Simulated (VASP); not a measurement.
Set up this calculation in VASP 6.6.1, as the native input.

- Task: single point
- Functional: PBE
- Dispersion: D3(BJ)
- Potentials or basis: VASP PAW PBE potentials, release 64 (Te, Mo_sv)
- Cutoff: 520 eV
- k mesh: 9 × 9 × 1
- Occupations: gaussian, width 0.02 eV
- Spin: no spin polarisation
- Dipole correction: yes
- Further INCAR settings: ALGO = Normal; EDIFF = 1e-06; NBANDS = 20

The structure of Te2Mo lies in POSCAR:

```
Te2Mo
1.0
    3.5970000000      0.0000000000      0.0000000000
   -1.7985000000      3.1150933774      0.0000000000
    0.0000000000      0.0000000000     33.2698832047
Te Mo
2 1
Direct
    0.3333333333      0.6666666667      0.4491732511
    0.3333333333      0.6666666667      0.5508267489
    0.6666666667      0.3333333333      0.5000000000
```

The input as run:

INCAR

```
SYSTEM = Te2Mo
  PREC = Accurate
  ENCUT = 520
  EDIFF = 1E-6
  ISMEAR = 0
  SIGMA = 0.02
  LREAL = .FALSE.
  LASPH = .TRUE.
  NELM = 80
  ALGO = Normal
  ISIF = 2
  LWAVE = .FALSE.
  LCHARG = .TRUE.
  LDIPOL = .TRUE.
  IDIPOL = 3
  DIPOL = 0.5 0.5 0.500
  GGA = PE
  IVDW = 12
  LELF = .TRUE.
  LVHAR = .TRUE.
  LVACPOTAV = .TRUE.
  NBANDS = 20
```

KPOINTS

```
regular mesh
0
G
  9 9 1
  0 0 0
```

Potentials or basis: VASP PAW PBE potentials, release 64 (Te, Mo_sv).

The run is started by

```sh
$ cat potpaw_PBE.64/Te/POTCAR potpaw_PBE.64/Mo_sv/POTCAR > POTCAR
$ mpirun -np 1 vasp_std > vasp.out
```

It gave:

```yaml
Largest_force: 1.439 eV/Å
Band_gap_on_the_k_mesh: 0.85 eV, indirect (least direct gap 0.87 eV)
Dispersion_energy_per_atom: -0.391 eV
```

Caveat: spin-orbit coupling is left out, which moves the levels of the heavy elements.

Wall time 2.7 min on 1 thread of AMD EPYC 9R45 (Zen 5) (shared host), peak memory 0.45 GiB.
